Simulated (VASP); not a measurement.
# C (Fd-3m) in VASP: further runs, part 2 of 2

VASP 6.6.1. The steps go on from the part before.

## 3. Single point, PBE+D3(BJ), non-collinear spin, typed start

INCAR

```
SYSTEM = C
  PREC = Accurate
  ENCUT = 520
  EDIFF = 1E-6
  ISMEAR = -1
  SIGMA = 0.01
  LREAL = .FALSE.
  LASPH = .TRUE.
  NELM = 150
  ALGO = Normal
  ISIF = 2
  LWAVE = .FALSE.
  LCHARG = .FALSE.
  LNONCOLLINEAR = .TRUE.
  MAGMOM = 0.354 0.354 0 0.354 0.354 0
  LORBIT = 11
  GGA = PE
  IVDW = 12
  NBANDS = 20
```

KPOINTS

```
Automatic mesh
0
G
  10 10 10
  0 0 0
```

POSCAR

```
C
1.0
    0.0000000000      1.7833700000      1.7833700000
    1.7833700000      0.0000000000      1.7833700000
    1.7833700000      1.7833700000      0.0000000000
C
2
Direct
    0.7500000000      0.7500000000      0.7500000000
    0.5000000000      0.5000000000      0.5000000000
```

Potentials or basis: VASP PAW PBE potentials, release 64 (C).

Run with:

```
> cat potpaw_PBE.64/C/POTCAR > POTCAR
> mpirun -np 1 vasp_ncl > vasp.out
```

OUTCAR:

```text
SYSTEM = C
   PREC = Accurate
   ENCUT = 520
   EDIFF = 1E-6
   ISMEAR = -1
   LREAL = .FALSE.
   LASPH = .TRUE.
   NELM = 150
   ISIF = 2
   LNONCOLLINEAR = .TRUE.
   LORBIT = 11
   GGA = PE
   IVDW = 12
 IVDW          = 12

 ion  position               nearest neighbor table
   1  0.750  0.750  0.750-   2 1.54   2 1.54   2 1.54   2 1.54
   2  0.500  0.500  0.500-   1 1.54   1 1.54   1 1.54   1 1.54

  LATTYP: Found a face centered cubic cell.
 ALAT       =     3.5667400000

  Lattice vectors:

 A1 = (   0.0000000000,   1.7833700000,   1.7833700000)
 A2 = (   1.7833700000,   0.0000000000,   1.7833700000)
 A3 = (   1.7833700000,   1.7833700000,   0.0000000000)

Analysis of symmetry for initial positions (statically):
=====================================================================
 Subroutine PRICEL returns:
 Original cell was already a primitive cell.

 Routine SETGRP: Setting up the symmetry group for a
 face centered cubic supercell.

 Subroutine GETGRP returns: Found 48 space group operations
 (whereof 24 operations were pure point group operations)
 out of a pool of 48 trial point group operations.

The static configuration has the point symmetry T_d .
 The point group associated with its full space group is O_h .

Analysis of symmetry for dynamics (positions and initial velocities):
=====================================================================
 Subroutine PRICEL returns:
 Original cell was already a primitive cell.

 Routine SETGRP: Setting up the symmetry group for a
 face centered cubic supercell.

 Subroutine GETGRP returns: Found 48 space group operations
 (whereof 24 operations were pure point group operations)
 out of a pool of 48 trial point group operations.

The dynamic configuration has the point symmetry T_d .
 The point group associated with its full space group is O_h .

Analysis of structural, dynamic, and magnetic symmetry:
=====================================================================
 Subroutine PRICEL returns:
 Original cell was already a primitive cell.

 Routine SETGRP: Setting up the symmetry group for a
 face centered cubic supercell.

 Subroutine GETGRP returns: Found  4 space group operations
 (whereof  2 operations were pure point group operations)
 out of a pool of 48 trial point group operations.

The overall configuration has the point symmetry C_1h.
 The point group associated with its full space group is C_2h.

 Subroutine INISYM returns: Found  4 space group operations
 (whereof  2 operations are pure point group operations),
 and found     1 'primitive' translations

----------------------------------------------------------------------------------------

                                     Primitive cell

  volume of cell :      11.3437

  direct lattice vectors                    reciprocal lattice vectors
     0.000000000  1.783370000  1.783370000    -0.280368067  0.280368067  0.280368067
     1.783370000  0.000000000  1.783370000     0.280368067 -0.280368067  0.280368067
     1.783370000  1.783370000  0.000000000     0.280368067  0.280368067 -0.280368067

  length of vectors
[... 83 lines left out ...]
   LREAL  =      F    real-space projection
   EDIFFG = 0.1E-04   stopping-criterion for IOM
   NSW    =      0    number of steps for IOM
   IBRION =     -1    ionic relax: 0-MD 1-quasi-New 2-CG
   NFREE  =      0    steps in history (QN), initial steepest desc. (CG)
   ISIF   =      2    stress and relaxation
   ISYM   =      2    0-nonsym 1-usesym 2-fastsym
   POTIM  = 0.5000    time-step for ionic-motion
   TEBEG  =    0.0;   TEEND  =   0.0 temperature during run
   PSTRESS=    0.0 pullay stress
   NELECT =       8.0000    total number of electrons
   NUPDOWN=      -1.0000    fix difference up-down
   EMIN   =  10.00;   EMAX   =-10.00  energy-range for DOS
   EFERMI =   0.00;   METHOD = LEGACY
   ISMEAR =    -1;   SIGMA  =   0.01  broadening in eV -4-tet -1-fermi 0-gaus
   EFERMI_NEDOS =   21; number of points for ismear=-14 and -15
   IALGO  =     38    algorithm
   IMIX   =      4    mixing-type and parameters
     AMIX     =   0.40;   BMIX     =  1.00
     AMIX_MAG =   1.60;   BMIX_MAG =  1.00
  volume/ion in A,a.u.               =       5.67        38.28
  Fermi-wavevector in a.u.,A,eV,Ry     =   1.457203  2.753714 28.891161  2.123440
  Thomas-Fermi vector in A             =   2.574032
   LORBIT       =     11    0 simple, 1 ext, 2 COOP (PROOUT), +10 PAW based schemes
   GGA     = PE    functional components
   LHFCALC =     F    Hartree Fock is set to
   AEXX    =    0.0000 exact exchange contribution
   IVDW    =    12    specifies the selected vdW correction
   LEPSILON=     F    determine dielectric tensor
   LRPA    =     F    only Hartree local field effects (RPA)
  energy-cutoff  :      520.00
  volume of cell :       11.34
 maximum number of plane-waves:       644
   NGX =  9   NGY =  9   NGZ =  9

 number of electron       7.9999999 magnetization       0.0007887      0.0007887     -0.0000000

 number of electron       7.9999999 magnetization      -0.0004265     -0.0004265      0.0000000

 number of electron       7.9999999 magnetization      -0.0001039     -0.0001039     -0.0000000

 number of electron       7.9999999 magnetization       0.0000017      0.0000017      0.0000000

 Free energy of the ion-electron system (eV)
  ---------------------------------------------------
  ext. energy  EPLUGINS =         0.00000000
  ---------------------------------------------------
  free energy    TOTEN  =       -18.18516316 eV

  energy without entropy =      -18.18516316  energy(sigma->0) =      -18.18516316

 E-fermi :   9.9756     XC(G=0): -13.2509

 val. band max:        9.7301563656   @ k =   0.0000   0.0000   0.0000
 cond. band min:      13.8992556871   @ k =   0.4000   0.4000   0.0000
 fundamental gap:      4.1690993215
 Fermi energy:         9.9755545299

 k-point     1 :       0.0000    0.0000    0.0000
  band No.  band energies     occupation
      1     -11.7473      1.00000
      2     -11.7473      1.00000
      3       9.7301      1.00000
      4       9.7301      1.00000
      5       9.7301      1.00000
      6       9.7302      1.00000
[... 541 lines left out ...]
     19      30.4255      0.00000
     20      30.4255      0.00000

 [... further k-points ...]

------------------------ aborting loop because EDIFF is reached ----------------------------------------

 Edisp (eV)   -0.38260

 E8    (eV) :    -0.1102

  FORCE on cell =-STRESS in cart. coord.  units (eV):
  Direction    XX          YY          ZZ          XY          YZ          ZX
  --------------------------------------------------------------------------------------
  -------------------------------------------------------------------------------------
  Total      -0.20677    -0.20677    -0.20677     0.00000     0.00000    -0.00000
  in kB     -29.20440   -29.20440   -29.20441     0.00006     0.00006    -0.00006
  external pressure =      -29.20 kB  Pullay stress =        0.00 kB

 VOLUME and BASIS-vectors are now :
 -----------------------------------------------------------------------------
  energy-cutoff  :      520.00
  volume of cell :       11.34
      direct lattice vectors                 reciprocal lattice vectors
     0.000000000  1.783370000  1.783370000    -0.280368067  0.280368067  0.280368067
     1.783370000  0.000000000  1.783370000     0.280368067 -0.280368067  0.280368067
     1.783370000  1.783370000  0.000000000     0.280368067  0.280368067 -0.280368067

 POSITION                                       TOTAL-FORCE (eV/Angst)
 -----------------------------------------------------------------------------------
      2.67505      2.67505      2.67505         0.000000     -0.000000      0.000001
      1.78337      1.78337      1.78337        -0.000000      0.000000     -0.000001
 -----------------------------------------------------------------------------------
    total drift:                                0.000000     -0.000000     -0.000000

  FREE ENERGIE OF THE ION-ELECTRON SYSTEM (eV)
  ---------------------------------------------------
  free  energy   TOTEN  =       -18.5677636158 eV

  energy  without entropy=      -18.5677636158  energy(sigma->0) =      -18.56776362

 total charge

# of ion       s       p       d       tot
------------------------------------------
    1        0.829   1.748   0.000   2.577
    2        0.829   1.748   0.000   2.577
--------------------------------------------------
tot          1.659   3.496   0.000   5.154

 magnetization (x)

# of ion       s       p       d       tot
------------------------------------------
    1       -0.000  -0.000   0.000  -0.000
    2       -0.000  -0.000   0.000  -0.000
--------------------------------------------------
tot         -0.000  -0.000   0.000  -0.000

 magnetization (y)

# of ion       s       p       d       tot
------------------------------------------
    1       -0.000  -0.000   0.000  -0.000
    2       -0.000  -0.000   0.000  -0.000
--------------------------------------------------
tot         -0.000  -0.000   0.000  -0.000

 magnetization (z)

# of ion       s       p       d       tot
------------------------------------------
    1        0.000   0.000   0.000   0.000
    2        0.000   0.000   0.000   0.000
--------------------------------------------------
tot          0.000   0.000   0.000   0.000
```

OSZICAR:

```text
N       E                     dE             d eps       ncg     rms          rms(c)
DAV:   1     0.991791914969E+01    0.99179E+01   -0.39318E+03 11316   0.776E+02
DAV:   2    -0.177865990072E+02   -0.27705E+02   -0.25954E+02 15456   0.171E+02
DAV:   3    -0.186100811857E+02   -0.82348E+00   -0.81380E+00 13520   0.230E+01
DAV:   4    -0.186124522620E+02   -0.23711E-02   -0.23707E-02 12404   0.147E+00
DAV:   5    -0.186124560893E+02   -0.38273E-05   -0.38272E-05 13040   0.616E-02    0.653E+00
DAV:   6    -0.183039002480E+02    0.30856E+00   -0.20539E-01 12120   0.402E+00    0.366E+00
DAV:   7    -0.180781503151E+02    0.22575E+00   -0.18784E-01 12464   0.388E+00    0.272E+00
DAV:   8    -0.181844173316E+02   -0.10627E+00   -0.17388E-02 12888   0.133E+00    0.619E-01
DAV:   9    -0.181852154056E+02   -0.79807E-03   -0.11886E-03 12104   0.356E-01    0.357E-01
DAV:  10    -0.181851384135E+02    0.76992E-04   -0.20965E-04 12440   0.163E-01    0.594E-02
DAV:  11    -0.181851505978E+02   -0.12184E-04   -0.33512E-05 12836   0.546E-02    0.190E-02
DAV:  12    -0.181851610351E+02   -0.10437E-04   -0.74123E-06 11544   0.262E-02    0.607E-03
DAV:  13    -0.181851630701E+02   -0.20350E-05   -0.16922E-06 12224   0.131E-02    0.190E-03
DAV:  14    -0.181851631649E+02   -0.94844E-07   -0.53131E-08  6852   0.241E-03
   1 F= -.18567764E+02 E0= -.18567764E+02  d E =-.336599E-13  mag=     0.0000     0.0000     0.0000
```

Wall time 93 s (1 thread of Intel Xeon Platinum 8488C (Sapphire Rapids), shared host); peak memory 0.22 GiB.

Results:

| Item | Value |
| --- | --- |
| Free energy | -18.5678 eV |
| Pressure | -2.9 GPa |
| Band gap on the k mesh | 4.17 eV, indirect (least direct gap 5.59 eV) |
| Net moment | 0.00 μB per cell |
| Valence electrons inside the program's atomic spheres | C 2.58 |
| Dispersion energy per atom | -0.191 eV |

Levels at points of the mesh, in eV from the valence-band top:
```tsv
k point	band 6	band 7	band 8	band 9	band 10	band 11
(0.00, 0.00, 0.00)	0.00	0.00	0.00	5.59	5.59	5.59
(0.50, 0.00, 0.00)	-2.80	-2.80	-2.80	8.46	8.46	8.46
(0.00, 0.50, 0.00)	-2.80	-2.80	-2.80	8.46	8.46	8.46
(0.00, 0.00, 0.50)	-2.80	-2.80	-2.80	8.46	8.46	8.46
(0.50, 0.50, 0.00)	-6.30	-6.30	-6.30	4.76	4.76	4.76
(0.00, 0.50, 0.50)	-6.30	-6.30	-6.30	4.76	4.76	4.76
```

Moments on the atoms (μB; x, y, z):
```
C   0.00 0.00 0.00
C   0.00 0.00 0.00
```

## 4. Single point, PBE

INCAR

```
PREC     = Accurate       # precision mode
ENCUT    = 520            # plane-wave cutoff, eV
EDIFF    = 1E-6           # SCF threshold, eV
ISMEAR   = -1             # smearing method
SIGMA    = 0.05           # smearing width, eV
LREAL    = False          # projectors in reciprocal space
LASPH    = True           # aspherical terms in the spheres
NELM     = 60             # most SCF steps
ALGO     = Normal         # electronic algorithm
ISIF     = 2              # what is computed and relaxed
LWAVE    = False          # write WAVECAR
LCHARG   = False          # write CHGCAR
GGA      = PE             # functional
NBANDS   = 11             # bands
```

KPOINTS

```
Automatic mesh
0
Gamma
  6 6 6
```

POSCAR is that of step 3.

Run with:

```
> cat potpaw_PBE.64/C/POTCAR > POTCAR
> mpirun -np 1 vasp_std > vasp.out
```

It took 3.8 s on 1 thread of AMD EPYC 7R43 (Zen 3), shared host; peak memory 0.08 GiB.

Results (log left out):

* Free energy: -18.1759 eV
* Pressure: 2.5 GPa
* Band gap on the k mesh: 4.15 eV, indirect (least direct gap 5.59 eV)

Levels at points of the mesh, in eV from the valence-band top:
```tsv
k point	band 1	band 2	band 3	band 4	band 5	band 6	band 7	band 8	band 9
(0.00, 0.00, 0.00)	-21.48	0.00	0.00	0.00	5.59	5.59	5.59	13.33	19.29
(0.50, 0.00, 0.00)	-15.70	-13.37	-2.80	-2.80	8.46	8.46	8.85	15.70	21.90
(0.50, 0.50, 0.00)	-12.76	-12.76	-6.30	-6.30	4.76	4.76	16.81	16.81	23.24
```

Caveat: the k points lie up to 0.51 Å⁻¹ apart. A k mesh can miss the band edges.

## 5. The runs side by side

| level | spin | k mesh | smearing | gap on the mesh (eV) | pressure (GPa) |
| --- | --- | --- | --- | --- | --- |
| PBE | off | 9 × 9 × 9 | fermi-dirac 0.02 eV | 4.15 | 2.5 |
| PBE+D3(BJ) | non-collinear, typed start | 10 × 10 × 10 | fermi-dirac 0.01 eV | 4.17 | -2.9 |
| PBE | off | 6 × 6 × 6 | fermi-dirac 0.05 eV | 4.15 | 2.5 |

Alike in all rows: task single point; potentials or basis VASP PAW PBE potentials, release 64 (C); cell as given; cutoff (eV) 520.

Caveats: some runs use coarse meshes.

Total energies depend on the potentials used, so only differences within one code and one set of settings carry meaning.
